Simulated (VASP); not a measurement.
Input of a VASP 6.6.1 run:

File INCAR:

```
SYSTEM = NaTaO
PREC     = Accurate       ! precision mode
ENCUT    = 600            ! plane-wave cutoff, eV
EDIFF    = 1E-6           ! SCF threshold, eV
ISMEAR   = 0              ! smearing method
SIGMA    = 0.2            ! smearing width, eV
LREAL    = .FALSE.        ! projectors in reciprocal space
LASPH    = .TRUE.         ! aspherical terms in the spheres
NELM     = 120            ! most SCF steps
ALGO     = Normal         ! electronic algorithm
ISIF     = 2              ! what is computed and relaxed
LWAVE    = .FALSE.        ! write WAVECAR
LCHARG   = .FALSE.        ! write CHGCAR
GGA      = PE             ! functional
NBANDS   = 19             ! bands
GGA_COMPAT= .FALSE.
```

Contents of KPOINTS:

```
regular mesh
0
G
  6 6 4
  0 0 0
```

File POSCAR:

```
NaTaO
1.0
    2.1072809356     -2.1079576254      0.0000000000
    2.1072809356      2.1079576254      0.0000000000
    0.0000000000      0.0000000000      6.5715650947
Na Ta O
1 1 1
Direct
    0.0000000000      0.0000000000      0.0000000000
    0.0000000000      0.0000000000      0.5000000000
    0.5000000000      0.5000000000      0.5000000000
```

Potentials or basis: VASP PAW PBE potentials, release 64 (Na_pv, Ta_pv, O).

Command:

```console
$ cat potpaw_PBE.64/Na_pv/POTCAR potpaw_PBE.64/Ta_pv/POTCAR potpaw_PBE.64/O/POTCAR > POTCAR
$ mpirun -np 1 vasp_std > vasp.out
```

Q: Predict the pressure.

A: 0.2 GPa.

Q: Predict the band gap on the k mesh.

A: Zero (band 12 reaches 4.40 eV, above the bottom of band 13 at 1.29 eV).

Caveat: spin-orbit coupling is left out, which moves the levels of the heavy elements.
